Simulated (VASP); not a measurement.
# AlH4 (P4/mmm) in VASP: notebook

The runs below take AlH4 through single point, relaxation of cell and atoms, with PBE.

Everything below comes from runs of VASP 6.6.1. Logs are shortened: lines on timing, memory, paths and dates and some standing lists are left out, and cuts for length are marked.

**1. The cell of the first run**

Symmetry: P4/mmm, No. 123, tetragonal system. Conventional cell: a = 4.032 Å, b = 4.032 Å, c = 2.386 Å, α = 90.00°, β = 90.00°, γ = 90.00°. Within 2.4 Å of Al (site symmetry 4/mmm) lie 8 H at 1.84 Å and 2 Al at 2.39 Å. Within 2.4 Å of H (site symmetry m2m) lie 2 Al at 1.84 Å and 6 H at 1.97 to 2.39 Å.

The cell was generated, and may not be a known phase.

**2. Single point, PBE**

INCAR reads:

```
SYSTEM = AlH4
PREC = Accurate ; ENCUT = 520
EDIFF = 1E-6 ; ISMEAR = 0
SIGMA = 0.1 ; LREAL = .FALSE.
LASPH = .TRUE. ; NELM = 80
ALGO = Normal ; ISIF = 2
LWAVE = .FALSE. ; LCHARG = .TRUE.
GGA = PE ; LELF = .TRUE.
LVHAR = .TRUE. ; NBANDS = 12
```

KPOINTS reads:

```
Automatic mesh
0
G
  10 10 16
  0 0 0
```

POSCAR reads:

```
AlH4
1.0
    4.0318337873      0.0000000000      0.0000000000
    0.0000000000      4.0318337873      0.0000000000
    0.0000000000      0.0000000000      2.3857776544
Al H
1 4
Direct
    0.5000000000      0.5000000000      0.0000000000
    0.7445891647      0.7445891647      0.5000000000
    0.2554108353      0.2554108353      0.5000000000
    0.2554108353      0.7445891647      0.5000000000
    0.7445891647      0.2554108353      0.5000000000
```

Potentials or basis: VASP PAW PBE potentials, release 64 (Al, H).

Launch:

```console
$ cat potpaw_PBE.64/Al/POTCAR potpaw_PBE.64/H/POTCAR > POTCAR
$ mpirun -np 1 vasp_std > vasp.out
```

OUTCAR:

```text
SYSTEM = AlH4
   PREC = Accurate
   ENCUT = 520
   EDIFF = 1E-6
   ISMEAR = 0
   LREAL = .FALSE.
   LASPH = .TRUE.
   NELM = 80
   ISIF = 2
   GGA = PE

 ion  position               nearest neighbor table
   1  0.500  0.500  0.000-   2 1.84   3 1.84   4 1.84   5 1.84   2 1.84   3 1.84   4 1.84   5 1.84

   2  0.745  0.745  0.500-   1 1.84   1 1.84
   3  0.255  0.255  0.500-   1 1.84   1 1.84
   4  0.255  0.745  0.500-   1 1.84   1 1.84
   5  0.745  0.255  0.500-   1 1.84   1 1.84

  LATTYP: Found a simple tetragonal cell.
 ALAT       =     4.0318337873
 C/A-ratio  =     0.5917351211

  Lattice vectors:

 A1 = (   4.0318337873,   0.0000000000,   0.0000000000)
 A2 = (   0.0000000000,   4.0318337873,   0.0000000000)
 A3 = (   0.0000000000,   0.0000000000,   2.3857776544)

Analysis of symmetry for initial positions (statically):
=====================================================================
 Subroutine PRICEL returns:
 Original cell was already a primitive cell.

 Routine SETGRP: Setting up the symmetry group for a
 simple tetragonal supercell.

 Subroutine GETGRP returns: Found 16 space group operations
 (whereof 16 operations were pure point group operations)
 out of a pool of 16 trial point group operations.

The static configuration has the point symmetry D_4h.

Analysis of symmetry for dynamics (positions and initial velocities):
=====================================================================
 Subroutine PRICEL returns:
 Original cell was already a primitive cell.

 Routine SETGRP: Setting up the symmetry group for a
 simple tetragonal supercell.

 Subroutine GETGRP returns: Found 16 space group operations
 (whereof 16 operations were pure point group operations)
 out of a pool of 16 trial point group operations.

The dynamic configuration has the point symmetry D_4h.

 Subroutine INISYM returns: Found 16 space group operations
 (whereof 16 operations are pure point group operations),
 and found     1 'primitive' translations

----------------------------------------------------------------------------------------

                                     Primitive cell

  volume of cell :      38.7824

  direct lattice vectors                    reciprocal lattice vectors
     4.031833787  0.000000000  0.000000000     0.248026097  0.000000000  0.000000000
     0.000000000  4.031833787  0.000000000     0.000000000  0.248026097  0.000000000
     0.000000000  0.000000000  2.385777654     0.000000000  0.000000000  0.419150543

  length of vectors
     4.031833787  4.031833787  2.385777654     0.248026097  0.248026097  0.419150543

  position of ions in fractional coordinates (direct lattice)
     0.500000000  0.500000000  0.000000000
     0.744589165  0.744589165  0.500000000
     0.255410835  0.255410835  0.500000000
     0.255410835  0.744589165  0.500000000
     0.744589165  0.255410835  0.500000000

  ion indices of the primitive-cell ions
   primitive index   ion index
                 1           1
                 2           2
                 3           3
                 4           4
                 5           5

----------------------------------------------------------------------------------------

 KPOINTS: Automatic mesh

Automatic generation of k-mesh.
 Grid dimensions read from file:
 generate k-points for:   10   10   16

 Generating k-lattice:

  Cartesian coordinates                     Fractional coordinates (reciprocal lattice)
     0.024802610  0.000000000  0.000000000     0.100000000  0.000000000  0.000000000
     0.000000000  0.024802610  0.000000000     0.000000000  0.100000000  0.000000000
     0.000000000  0.000000000  0.026196909     0.000000000  0.000000000  0.062500000

  Length of vectors
     0.024802610  0.024802610  0.026196909

  Shift w.r.t. Gamma in fractional coordinates (k-lattice)
     0.000000000  0.000000000  0.000000000

 Subroutine IBZKPT returns following result:
 ===========================================

 Found    189 irreducible k-points:

 Following reciprocal coordinates:
            Coordinates               Weight
  0.000000  0.000000  0.000000      1.000000
  0.100000  0.000000  0.000000      4.000000
  0.200000  0.000000  0.000000      4.000000
  0.300000  0.000000  0.000000      4.000000
  0.400000  0.000000  0.000000      4.000000
  0.500000  0.000000  0.000000      2.000000
[... 16 lines left out ...]
  0.100000  0.000000  0.062500      8.000000
  0.200000  0.000000  0.062500      8.000000
 [... further k-points ...]
   k-points           NKPTS =    189   k-points in BZ     NKDIM =    189   number of bands    NBANDS=     12
   number of dos      NEDOS =    301   number of ions     NIONS =      5
   total plane-waves  NPLWV =  16200
   dimension x,y,z NGX =    30 NGY =   30 NGZ =   18
   dimension x,y,z NGXF=    60 NGYF=   60 NGZF=   36
   ions per type =               1   4
   NGX,Y,Z   is equivalent  to a cutoff of  12.37, 12.37, 12.54 a.u.
   NGXF,Y,Z  is equivalent  to a cutoff of  24.74, 24.74, 25.09 a.u.
 SYSTEM =  AlH4
   PREC   = accura    normal or accurate (medium, high low for compatibility)
   ISTART =      0    job   : 0-new  1-cont  2-samecut
   ICHARG =      2    charge: 1-file 2-atom 10-const
   ISPIN  =      1    spin polarized calculation?
   LNONCOLLINEAR =      F non collinear calculations
   LSORBIT =      F    spin-orbit coupling
   LASPH  =      T    aspherical Exc in radial PAW
   ENCUT  =  520.0 eV  38.22 Ry    6.18 a.u.   7.50  7.50  4.44*2*pi/ulx,y,z
   NELM   =     80;   NELMIN=  2; NELMDL= -5     # of ELM steps
   EDIFF  = 0.1E-05   stopping-criterion for ELM
   LREAL  =      F    real-space projection
[... 7 lines left out ...]
   TEBEG  =    0.0;   TEEND  =   0.0 temperature during run
   PSTRESS=    0.0 pullay stress
   NELECT =       7.0000    total number of electrons
   NUPDOWN=      -1.0000    fix difference up-down
   EMIN   =  10.00;   EMAX   =-10.00  energy-range for DOS
   EFERMI =   0.00;   METHOD = LEGACY
   ISMEAR =     0;   SIGMA  =   0.10  broadening in eV -4-tet -1-fermi 0-gaus
   EFERMI_NEDOS =   21; number of points for ismear=-14 and -15
   IALGO  =     38    algorithm
   IMIX   =      4    mixing-type and parameters
     AMIX     =   0.40;   BMIX     =  1.00
     AMIX_MAG =   1.60;   BMIX_MAG =  1.00
  volume/ion in A,a.u.               =       7.76        52.34
  Fermi-wavevector in a.u.,A,eV,Ry     =   0.925186  1.748348 11.646170  0.855969
  Thomas-Fermi vector in A             =   2.051013
   LORBIT       =      0    0 simple, 1 ext, 2 COOP (PROOUT), +10 PAW based schemes
   GGA     = PE    functional components
   LHFCALC =     F    Hartree Fock is set to
   AEXX    =    0.0000 exact exchange contribution
   IVDW    =     0    specifies the selected vdW correction
   LEPSILON=     F    determine dielectric tensor
   LRPA    =     F    only Hartree local field effects (RPA)
 non-spin polarized calculation
 Gauss-broadening in eV      SIGMA  =   0.10
  energy-cutoff  :      520.00
  volume of cell :       38.78
 maximum number of plane-waves:      1073
 NGX is ok and might be reduce to    30
   NGX = 15   NGY = 15   NGZ =  9

 number of electron       7.0000000 magnetization

 Free energy of the ion-electron system (eV)
  ---------------------------------------------------
  ext. energy  EPLUGINS =         0.00000000
  ---------------------------------------------------
  free energy    TOTEN  =       -14.44725628 eV

  energy without entropy =      -14.44379942  energy(sigma->0) =      -14.44552785

 E-fermi :   2.2346     XC(G=0):  -8.8119

 val. band max:        2.2308844916   @ k =   0.4000   0.4000   0.4375
 cond. band min:       2.2569891706   @ k =   0.3000   0.0000   0.4375
 fundamental gap:      0.0261046790
 Fermi energy:         2.2345584633

 k-point     1 :       0.0000    0.0000    0.0000
  band No.  band energies     occupation
      1      -8.9140      2.00000
      2      -2.2148      2.00000
      3      -2.2148      2.00000
      4       3.4551      0.00000
      5       3.9404      0.00000
      6       5.4539      0.00000
      7      12.4103      0.00000
      8      12.4103      0.00000
      9      14.2566      0.00000
     10      17.5597      0.00000
     11      17.8216      0.00000
     12      22.9150      0.00000

 k-point     2 :       0.1000    0.0000    0.0000
  band No.  band energies     occupation
      1      -8.8485      2.00000
      2      -2.5323      2.00000
      3      -2.1531      2.00000
      4       3.2343      0.00000
      5       4.2197      0.00000
      6       5.7489      0.00000
      7      11.7222      0.00000
      8      12.7951      0.00000
      9      14.8075      0.00000
     10      17.6068      0.00000
     11      18.0886      0.00000
     12      22.6731      0.00000

 k-point     3 :       0.2000    0.0000    0.0000
  band No.  band energies     occupation
      1      -8.6604      2.00000
      2      -3.2671      2.00000
      3      -1.9756      2.00000
      4       2.6832      0.00000
      5       4.7254      0.00000
      6       6.7449      0.00000
      7      10.5840      0.00000
      8      13.8333      0.00000
      9      15.5243      0.00000
     10      17.7393      0.00000
     11      18.6555      0.00000
     12      21.1746      0.00000
[... 286 lines left out ...]
 k-point    23 :       0.1000    0.0000    0.0625
  band No.  band energies     occupation
      1      -8.7570      2.00000
      2      -2.4515      2.00000
      3      -2.0737      2.00000
      4       3.3128      0.00000
      5       4.3096      0.00000
      6       5.8504      0.00000
      7      11.7623      0.00000
      8      12.8686      0.00000
      9      13.6194      0.00000
     10      16.9921      0.00000
     11      19.8076      0.00000
     12      20.5820      0.00000

 k-point    24 :       0.2000    0.0000    0.0625
  band No.  band energies     occupation
      1      -8.5690      2.00000
      2      -3.1841      2.00000
      3      -1.8963      2.00000
      4       2.7627      0.00000
      5       4.8164      0.00000
      6       6.8411      0.00000
      7      10.6469      0.00000
      8      13.8948      0.00000
      9      13.9718      0.00000
     10      17.8846      0.00000
     11      19.3795      0.00000
     12      20.6462      0.00000

 [... further k-points ...]
[... 5 lines left out ...]
  --------------------------------------------------------------------------------------
  -------------------------------------------------------------------------------------
  Total       -0.0504683     -0.0504683     -0.0649075      0.0000000     -0.0000000     -0.0000000
  in kB       -2.0849409     -2.0849409     -2.6814539      0.0000000     -0.0000000     -0.0000000
  external PRESSURE =      -2.2837786 kB  Pullay stress =       0.0000000 kB

 VOLUME and BASIS-vectors are now :
 -----------------------------------------------------------------------------
  energy-cutoff  :      520.00
  volume of cell :       38.78
      direct lattice vectors                 reciprocal lattice vectors
     4.031833787  0.000000000  0.000000000     0.248026097  0.000000000  0.000000000
     0.000000000  4.031833787  0.000000000     0.000000000  0.248026097  0.000000000
     0.000000000  0.000000000  2.385777654     0.000000000  0.000000000  0.419150543

 POSITION                                       TOTAL-FORCE (eV/Angst)
 -----------------------------------------------------------------------------------
      2.01592      2.01592      0.00000         0.000000      0.000000      0.000000
      3.00206      3.00206      1.19289        -0.001510     -0.001510     -0.000000
      1.02977      1.02977      1.19289         0.001510      0.001510      0.000000
      1.02977      3.00206      1.19289         0.001510     -0.001510     -0.000000
      3.00206      1.02977      1.19289        -0.001510      0.001510      0.000000
 -----------------------------------------------------------------------------------
    total drift:                                0.000000      0.000000      0.000000

  FREE ENERGIE OF THE ION-ELECTRON SYSTEM (eV)
  ---------------------------------------------------
  free  energy   TOTEN  =       -14.4472562764 eV

  energy  without entropy=      -14.4437994246  energy(sigma->0) =      -14.44552785
```

It took 32 s on 1 thread of Intel Xeon Platinum 8559C (Emerald Rapids), shared host; peak memory 0.19 GiB.

What came out:

```yaml
Free_energy: -14.4473 eV
Pressure: -0.2 GPa
Band_gap_on_the_k_mesh: zero (an odd number of electrons rules out a gap without spin polarisation)
```

Forces in eV/Å, atoms in the order of the input:
```
Al   0.000  0.000  0.000
H   -0.002 -0.002  0.000
H    0.002  0.002  0.000
H    0.002 -0.002  0.000
H   -0.002  0.002  0.000
```

Levels at points of the mesh, in eV from the Fermi level:
```csv
k point,band 1,band 2,band 3,band 4,band 5,band 6,band 7,band 8
"(0.00, 0.00, 0.00)",-11.15,-4.45,-4.45,1.22,1.71,3.22,10.18,10.18
"(0.50, 0.00, 0.00)",-10.19,-7.24,-3.54,-1.01,3.63,6.00,9.73,11.34
"(0.50, 0.50, 0.00)",-9.31,-6.12,-6.12,-3.89,9.50,11.78,12.24,12.24
"(0.00, 0.00, 0.50)",-7.26,-1.25,-1.25,-1.05,4.13,5.60,6.02,6.02
"(0.50, 0.00, 0.50)",-6.41,-3.53,-0.38,0.10,2.16,2.60,6.68,7.90
"(0.50, 0.50, 0.50)",-5.67,-2.46,-2.46,-0.30,1.27,3.54,3.54,6.93
```

[end of part 1 of 2]

The gap in the log of VASP goes by the Fermi energy; the results here count the filled bands.